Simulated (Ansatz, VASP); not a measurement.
# TiAl2: VASP beside Ansatz

```
CELL_PARAMETERS angstrom
1.97955 -6.04720 0.00000
1.97955 6.04720 0.00000
0.00000 0.00000 4.03150
ATOMIC_POSITIONS crystal
Ti 0.64900 0.35100 0.00000
Ti 0.35100 0.64900 0.00000
Al 0.00000 0.00000 0.00000
Al 0.82400 0.17600 0.50000
Al 0.17600 0.82400 0.50000
Al 0.50000 0.50000 0.50000
```

Alike in both runs: task relaxation of cell and atoms; functional r2SCAN; k mesh 4 × 4 × 4; occupations gaussian, width 0.1 eV; no spin polarisation.

|  | VASP | Ansatz |
| --- | --- | --- |
| version | VASP 6.6.1 | Ansatz 0.2.0 |
| potentials or method | VASP PAW PBE potentials, release 64 (Ti_sv, Al), cutoff 600 eV | scalar-relativistic, plane waves, PAW |
| valence electrons in the cell | 36 | 36 |

Ansatz gave:

| Item | Value |
| --- | --- |
| gap on the k mesh at the Fermi level, each at its own relaxed structure (eV) | none |
| relaxed volume (Å³/atom) | 15.71 |
| relaxed cell length with the largest relative difference (Å) | 3.989 |

Problem. Estimate VASP's values.

Solution. gap on the k mesh at the Fermi level, each at its own relaxed structure (eV): none; relaxed volume (Å³/atom): 15.72; relaxed cell length with the largest relative difference (Å): 3.990.

VASP's potentials were made for PBE, not for r2SCAN. A gap of «none» marks a metal or a gap that the smearing closes.

The k mesh is coarse, so the values compare programs but aren't converged.
